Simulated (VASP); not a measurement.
Here is a VASP 6.6.1 calculation.

The input POSCAR:

```
PbS
1.0
    0.0000000000      2.9650000000      2.9205250000
    2.9650000000      0.0000000000      2.9205250000
    2.9650000000      2.9650000000      0.0000000000
Pb S
1 1
Direct
    0.0000000000      0.0000000000      0.0000000000
    0.5000000000      0.5000000000      0.5000000000
```

File INCAR.step1:

```
SYSTEM = PbS
ALGO = Normal
EDIFF = 1E-4
ENCUT = 520
GGA = PE
ISMEAR = 0
LASPH = .True.
LCHARG = .False.
LREAL = .False.
LWAVE = .True.
NBANDS = 17
NELM = 100
PREC = Accurate
SIGMA = 0.05
```

INCAR.step2

```
SYSTEM = PbS
ALGO = Normal
EDIFF = 1E-7
ENCUT = 520
ISIF = 2
ISMEAR = 0
ISTART = 1
LASPH = .True.
LCHARG = .False.
LMIXTAU = .True.
LREAL = .False.
LWAVE = .False.
METAGGA = R2SCAN
NBANDS = 17
NELM = 100
PREC = Accurate
SIGMA = 0.05
```

The input KPOINTS:

```
k-points
0
Gamma
  8 8 8
  0 0 0
```

Potentials or basis: VASP PAW PBE potentials, release 64 (Pb_d, S).

Command:

```sh
$ cat potpaw_PBE.64/Pb_d/POTCAR potpaw_PBE.64/S/POTCAR > POTCAR
$ cp INCAR.step1 INCAR
$ mpirun -np 1 vasp_std > vasp.out
$ cp INCAR.step2 INCAR
$ mpirun -np 1 vasp_std > vasp.out
```

Problem. Estimate the pressure.

Solution. 2.4 GPa.

Problem. Estimate the band gap on the k mesh.

Solution. 0.55 eV.

Stress tensor (GPa, compression positive):
```
1.63 0.00 0.00
0.00 1.63 0.00
0.00 0.00 3.88
```

Caveat: the cell differs from its parent crystal (strain +0.000 along x and y, -0.015 along z); the PAW data sets were made with another functional, which shifts forces and pressure a little; spin-orbit coupling is left out, which moves the levels of the heavy elements. A k mesh can miss the band edges.
